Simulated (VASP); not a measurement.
# ZnS (P6_3mc) in VASP: notebook

The runs below take ZnS through single point, with PBEsol, r2SCAN.

All numbers are computed with VASP 6.6.1; they aren't measurements. Logs are shortened: lines on timing, memory, paths and dates and some standing lists are left out, and cuts for length are marked.

### Step 1. The cell of the first run

The structure is hexagonal, space group P6_3mc (No. 186). The conventional cell has a = 3.838 Å, b = 3.838 Å, c = 6.148 Å, α = 90.00°, β = 90.00°, γ = 120.00°. Zn (site symmetry 3m) has 4 S at 2.33 to 2.34 Å within 3.1 Å. S (site symmetry 3m) has 4 Zn at 2.33 to 2.34 Å within 3.1 Å.

### Step 2. Single point, PBEsol

File INCAR:

```
PREC = Accurate
ENCUT = 500
EDIFF = 1E-6
ISMEAR = 0
SIGMA = 0.1
LREAL = False
LASPH = True
NELM = 120
ALGO = Normal
ISIF = 2
LWAVE = False
LCHARG = True
GGA = PS
LELF = True
LVHAR = True
NBANDS = 26
GGA_COMPAT = False
```

File KPOINTS:

```
Automatic mesh
0
Gamma
  6 6 4
```

File POSCAR:

```
ZnS
1.0
    3.8375309900      0.0000000000      0.0000000000
   -1.9187655000      3.3233993300      0.0000000000
    0.0000000000      0.0000000000      6.1480997300
Zn S
2 2
Direct
    0.3333333300      0.6666666700      0.5000000000
    0.6666666700      0.3333333300      0.0000000000
    0.6666666700      0.3333333300      0.3790100000
    0.3333333300      0.6666666700      0.8790100000
```

Potentials or basis: VASP PAW PBE potentials, release 64 (Zn, S).

Command:

```console
$ cat potpaw_PBE.64/Zn/POTCAR potpaw_PBE.64/S/POTCAR > POTCAR
$ mpirun -np 1 vasp_std > vasp.out
```

OUTCAR:

```text
PREC = Accurate
   ENCUT = 500
   EDIFF = 1E-6
   ISMEAR = 0
   LREAL = False
   LASPH = True
   NELM = 120
   ISIF = 2
   GGA = PS

 ion  position               nearest neighbor table
   1  0.333  0.667  0.500-   4 2.33   3 2.34   3 2.34   3 2.34
   2  0.667  0.333  0.000-   3 2.33   4 2.34   4 2.34   4 2.34
   3  0.667  0.333  0.379-   2 2.33   1 2.34   1 2.34   1 2.34
   4  0.333  0.667  0.879-   1 2.33   2 2.34   2 2.34   2 2.34

  LATTYP: Found a hexagonal cell.
 ALAT       =     3.8375309900
 C/A-ratio  =     1.6020977410

  Lattice vectors:

 A1 = (   3.8375309900,   0.0000000000,   0.0000000000)
 A2 = (  -1.9187655000,   3.3233993300,   0.0000000000)
 A3 = (   0.0000000000,   0.0000000000,   6.1480997300)

Analysis of symmetry for initial positions (statically):
=====================================================================
 Subroutine PRICEL returns:
 Original cell was already a primitive cell.

 Routine SETGRP: Setting up the symmetry group for a
 hexagonal supercell.

 Subroutine GETGRP returns: Found 12 space group operations
 (whereof  6 operations were pure point group operations)
 out of a pool of 24 trial point group operations.

The static configuration has the point symmetry C_3v.
 The point group associated with its full space group is C_6v.

Analysis of symmetry for dynamics (positions and initial velocities):
=====================================================================
 Subroutine PRICEL returns:
 Original cell was already a primitive cell.

 Routine SETGRP: Setting up the symmetry group for a
 hexagonal supercell.

 Subroutine GETGRP returns: Found 12 space group operations
 (whereof  6 operations were pure point group operations)
 out of a pool of 24 trial point group operations.

The dynamic configuration has the point symmetry C_3v.
 The point group associated with its full space group is C_6v.

 Subroutine INISYM returns: Found 12 space group operations
 (whereof  6 operations are pure point group operations),
 and found     1 'primitive' translations

----------------------------------------------------------------------------------------

                                     Primitive cell

  volume of cell :      78.4107

  direct lattice vectors                    reciprocal lattice vectors
     3.837530990  0.000000000  0.000000000     0.260584215  0.150448367  0.000000000
    -1.918765500  3.323399330  0.000000000     0.000000000  0.300896733  0.000000000
     0.000000000  0.000000000  6.148099730     0.000000000  0.000000000  0.162651883

  length of vectors
     3.837530990  3.837530997  6.148099730     0.300896733  0.300896733  0.162651883

  position of ions in fractional coordinates (direct lattice)
     0.333333330  0.666666670  0.500000000
     0.666666670  0.333333330  0.000000000
     0.666666670  0.333333330  0.379010000
     0.333333330  0.666666670  0.879010000

  ion indices of the primitive-cell ions
   primitive index   ion index
                 1           1
                 2           2
                 3           3
                 4           4

----------------------------------------------------------------------------------------

 KPOINTS: Automatic mesh

Automatic generation of k-mesh.
 Grid dimensions read from file:
 generate k-points for:    6    6    4

 Generating k-lattice:

  Cartesian coordinates                     Fractional coordinates (reciprocal lattice)
     0.043430702  0.025074728  0.000000000     0.166666667 -0.000000000  0.000000000
     0.000000000  0.050149455  0.000000000     0.000000000  0.166666667  0.000000000
     0.000000000  0.000000000  0.040662971     0.000000000  0.000000000  0.250000000

  Length of vectors
     0.050149456  0.050149455  0.040662971

  Shift w.r.t. Gamma in fractional coordinates (k-lattice)
     0.000000000  0.000000000  0.000000000

 Subroutine IBZKPT returns following result:
 ===========================================

 Found     21 irreducible k-points:

 Following reciprocal coordinates:
            Coordinates               Weight
  0.000000  0.000000  0.000000      1.000000
  0.166667  0.000000  0.000000      6.000000
  0.333333  0.000000  0.000000      6.000000
  0.500000  0.000000  0.000000      3.000000
  0.166667  0.166667  0.000000      6.000000
  0.333333  0.166667  0.000000     12.000000
[... 13 lines left out ...]
  0.333333  0.166667  0.500000     12.000000
  0.333333  0.333333  0.500000      2.000000
   k-points           NKPTS =     21   k-points in BZ     NKDIM =     21   number of bands    NBANDS=     26
   number of dos      NEDOS =    301   number of ions     NIONS =      4
   total plane-waves  NPLWV =  37632
   dimension x,y,z NGX =    28 NGY =   28 NGZ =   48
   dimension x,y,z NGXF=    56 NGYF=   56 NGZF=   96
   ions per type =               2   2
   NGX,Y,Z   is equivalent  to a cutoff of  12.13, 12.13, 12.98 a.u.
   NGXF,Y,Z  is equivalent  to a cutoff of  24.26, 24.26, 25.96 a.u.
 SYSTEM =  unknown system
   PREC   = accura    normal or accurate (medium, high low for compatibility)
   ISTART =      0    job   : 0-new  1-cont  2-samecut
   ICHARG =      2    charge: 1-file 2-atom 10-const
   ISPIN  =      1    spin polarized calculation?
   LNONCOLLINEAR =      F non collinear calculations
   LSORBIT =      F    spin-orbit coupling
   LASPH  =      T    aspherical Exc in radial PAW
   ENCUT  =  500.0 eV  36.75 Ry    6.06 a.u.   7.00  7.00 11.21*2*pi/ulx,y,z
   NELM   =    120;   NELMIN=  2; NELMDL= -5     # of ELM steps
   EDIFF  = 0.1E-05   stopping-criterion for ELM
   LREAL  =      F    real-space projection
   EDIFFG = 0.1E-04   stopping-criterion for IOM
   NSW    =      0    number of steps for IOM
   IBRION =     -1    ionic relax: 0-MD 1-quasi-New 2-CG
   NFREE  =      0    steps in history (QN), initial steepest desc. (CG)
   ISIF   =      2    stress and relaxation
   ISYM   =      2    0-nonsym 1-usesym 2-fastsym
   POTIM  = 0.5000    time-step for ionic-motion
   TEBEG  =    0.0;   TEEND  =   0.0 temperature during run
   PSTRESS=    0.0 pullay stress
   NELECT =      36.0000    total number of electrons
   NUPDOWN=      -1.0000    fix difference up-down
   EMIN   =  10.00;   EMAX   =-10.00  energy-range for DOS
   EFERMI =   0.00;   METHOD = LEGACY
   ISMEAR =     0;   SIGMA  =   0.10  broadening in eV -4-tet -1-fermi 0-gaus
   EFERMI_NEDOS =   21; number of points for ismear=-14 and -15
   IALGO  =     38    algorithm
   IMIX   =      4    mixing-type and parameters
     AMIX     =   0.40;   BMIX     =  1.00
     AMIX_MAG =   1.60;   BMIX_MAG =  1.00
  volume/ion in A,a.u.               =      19.60       132.29
  Fermi-wavevector in a.u.,A,eV,Ry     =   1.262943  2.386617 21.701647  1.595026
  Thomas-Fermi vector in A             =   2.396326
   LORBIT       =      0    0 simple, 1 ext, 2 COOP (PROOUT), +10 PAW based schemes
   GGA     = PS    functional components
   LHFCALC =     F    Hartree Fock is set to
   AEXX    =    0.0000 exact exchange contribution
   IVDW    =     0    specifies the selected vdW correction
   LEPSILON=     F    determine dielectric tensor
   LRPA    =     F    only Hartree local field effects (RPA)
 non-spin polarized calculation
 Gauss-broadening in eV      SIGMA  =   0.10
  energy-cutoff  :      500.00
  volume of cell :       78.41
 maximum number of plane-waves:      2004
 NGX is ok and might be reduce to    28
   NGX = 13   NGY = 13   NGZ = 23

 number of electron      35.9999987 magnetization

 Free energy of the ion-electron system (eV)
  ---------------------------------------------------
  ext. energy  EPLUGINS =         0.00000000
  ---------------------------------------------------
  free energy    TOTEN  =       -15.14986856 eV

  energy without entropy =      -15.14986856  energy(sigma->0) =      -15.14986856

 E-fermi :   2.5246     XC(G=0):  -9.8693

 val. band max:        2.0842626713   @ k =   0.0000   0.0000   0.0000
 cond. band min:       4.1879359402   @ k =   0.0000   0.0000   0.0000
 fundamental gap:      2.1036732689
 Fermi energy:         2.5246184654

 k-point     1 :       0.0000    0.0000    0.0000
  band No.  band energies     occupation
      1     -11.1332      2.00000
      2     -10.1264      2.00000
      3      -4.2992      2.00000
      4      -4.2991      2.00000
      5      -4.2947      2.00000
      6      -4.2193      2.00000
[... 18 lines left out ...]
     25       9.6455      0.00000
     26      11.3600      0.00000

 k-point     2 :       0.1667    0.0000    0.0000
  band No.  band energies     occupation
      1     -10.9503      2.00000
      2     -10.0333      2.00000
      3      -4.3166      2.00000
      4      -4.2631      2.00000
      5      -4.2573      2.00000
      6      -4.1954      2.00000
[... 18 lines left out ...]
     25      10.2497      0.00000
     26      10.4568      0.00000

 k-point     3 :       0.3333    0.0000    0.0000
  band No.  band energies     occupation
      1     -10.5089      2.00000
      2      -9.8731      2.00000
      3      -4.3094      2.00000
      4      -4.2064      2.00000
      5      -4.1991      2.00000
      6      -4.0721      2.00000
[... 18 lines left out ...]
     25      10.8089      0.00000
     26      11.6292      0.00000

 k-point     4 :       0.5000    0.0000    0.0000
  band No.  band energies     occupation
      1     -10.2002      2.00000
      2      -9.8509      2.00000
      3      -4.2934      2.00000
      4      -4.1882      2.00000
      5      -4.0642      2.00000
      6      -4.0331      2.00000
[... 18 lines left out ...]
     25      11.1045      0.00000
     26      13.3115      0.00000
[... 409 lines left out ...]
      1     -10.2847      2.00000
      2     -10.2847      2.00000
      3      -4.2988      2.00000
      4      -4.2988      2.00000
      5      -4.1812      2.00000
      6      -4.1812      2.00000
[... 18 lines left out ...]
     25      10.3769      0.00000
     26      10.3769      0.00000

 k-point    20 :       0.3333    0.1667    0.5000
  band No.  band energies     occupation
      1     -10.0178      2.00000
      2     -10.0178      2.00000
      3      -4.2583      2.00000
      4      -4.2583      2.00000
      5      -4.1042      2.00000
      6      -4.1042      2.00000
[... 18 lines left out ...]
     25      11.0088      0.00000
     26      11.0088      0.00000

 k-point    21 :       0.3333    0.3333    0.5000
  band No.  band energies     occupation
      1      -9.9263      2.00000
      2      -9.9263      2.00000
      3      -4.1862      2.00000
      4      -4.1862      2.00000
      5      -4.1245      2.00000
      6      -4.1245      2.00000
[... 18 lines left out ...]
     25      11.6847      0.00000
     26      11.6847      0.00000

------------------------ aborting loop because EDIFF is reached ----------------------------------------

  FORCE on cell =-STRESS in cart. coord.  units (eV):
  Direction    XX          YY          ZZ          XY          YZ          ZX
  --------------------------------------------------------------------------------------
  -------------------------------------------------------------------------------------
  Total       -0.9582457     -0.9582457      0.0995799      0.0000000     -0.0000000      0.0000000
  in kB      -19.5799753    -19.5799754      2.0347303      0.0000000     -0.0000000      0.0000000
  external PRESSURE =     -12.3750735 kB  Pullay stress =       0.0000000 kB

 VOLUME and BASIS-vectors are now :
 -----------------------------------------------------------------------------
  energy-cutoff  :      500.00
  volume of cell :       78.41
      direct lattice vectors                 reciprocal lattice vectors
     3.837530990  0.000000000  0.000000000     0.260584215  0.150448367  0.000000000
    -1.918765500  3.323399330  0.000000000     0.000000000  0.300896733  0.000000000
     0.000000000  0.000000000  6.148099730     0.000000000  0.000000000  0.162651883

 POSITION                                       TOTAL-FORCE (eV/Angst)
 -----------------------------------------------------------------------------------
     -0.00000      2.21560      3.07405         0.000000     -0.000000      0.012388
      1.91877      1.10780      0.00000         0.000000      0.000000      0.012388
      1.91877      1.10780      2.33019         0.000000     -0.000000     -0.012388
     -0.00000      2.21560      5.40424        -0.000000      0.000000     -0.012388
 -----------------------------------------------------------------------------------
    total drift:                                0.000002     -0.000002      0.000175

  FREE ENERGIE OF THE ION-ELECTRON SYSTEM (eV)
  ---------------------------------------------------
  free  energy   TOTEN  =       -15.1498685567 eV

  energy  without entropy=      -15.1498685567  energy(sigma->0) =      -15.14986856
```

Run time: 63 s. Hardware: 1 thread of Intel Xeon 8259CL, shared host; peak memory 0.19 GiB.

Results:

```yaml
Free_energy: -15.1499 eV
Pressure: -1.2 GPa
Largest_force: 0.012 eV/Å
Band_gap_on_the_k_mesh: 2.10 eV
```

Forces on the atoms (eV/Å):
```
Zn   0.000  0.000  0.012
Zn   0.000  0.000  0.012
S    0.000  0.000 -0.012
S    0.000  0.000 -0.012
```

Levels at points of the mesh, in eV from the valence-band top:
```csv
k point,band 14,band 15,band 16,band 17,band 18,band 19,band 20,band 21,band 22,band 23
"(0.00, 0.00, 0.00)",-0.98,-0.98,-0.03,-0.03,0.00,2.10,2.78,6.11,6.11,6.73
"(0.50, 0.00, 0.00)",-4.15,-3.30,-2.35,-1.68,-0.92,3.42,4.20,5.11,6.84,7.52
"(0.00, 0.00, 0.50)",-2.81,-0.53,-0.53,-0.53,-0.53,3.35,3.35,6.57,6.57,6.57
"(0.50, 0.00, 0.50)",-4.93,-1.69,-1.69,-1.56,-1.56,3.48,3.48,5.13,5.13,8.80
```

Caveat: the PAW data sets were made with another functional, which shifts forces and pressure a little.

### Step 3. Single point, PBEsol

This run uses another cell than the first one, of 19.22 Å³/atom.

File INCAR:

```
PREC = Accurate
ENCUT = 500
EDIFF = 1E-6
ISMEAR = 0
SIGMA = 0.02
LREAL = False
LASPH = True
NELM = 120
ALGO = Normal
ISIF = 2
LWAVE = False
LCHARG = False
GGA = PS
NBANDS = 26
GGA_COMPAT = False
```

File KPOINTS:

```
regular mesh
0
Gamma
  9 9 6
```

File POSCAR:

```
ZnS
1.0
    3.7813979448      0.0000000028      0.0000000000
   -1.8906989749      3.2747866806      0.0000000000
    0.0000000000      0.0000000000      6.2074428173
Zn S
2 2
Direct
    0.3333333333      0.6666666667      0.5024422975
    0.6666666667      0.3333333333      0.0024422975
    0.6666666667      0.3333333333      0.3765677025
    0.3333333333      0.6666666667      0.8765677025
```

Potentials or basis: VASP PAW PBE potentials, release 64 (Zn, S).

Command:

```console
$ cat potpaw_PBE.64/Zn/POTCAR potpaw_PBE.64/S/POTCAR > POTCAR
$ mpirun -np 1 vasp_std > vasp.out
```

It took 2 min on 1 thread of Intel Xeon 8259CL, shared host; peak memory 0.23 GiB.

The run converged. Its results:

```
Free energy            : -15.1668 eV
Pressure               : 0.2 GPa
Band gap on the k mesh : 2.16 eV
```

Levels at points of the mesh, in eV from the valence-band top:
```
           k point  band 15  band 16  band 17  band 18  band 19  band 20  band 21  band 22
(0.00, 0.00, 0.00)    -0.94    -0.09     0.00     0.00     2.16     3.03     6.21     6.21
(0.00, 0.00, 0.50)    -0.49    -0.49    -0.49    -0.49     3.51     3.51     6.67     6.67
```

Caveat: the PAW data sets were made with another functional, which shifts forces and pressure a little.

[end of part 1 of 2]
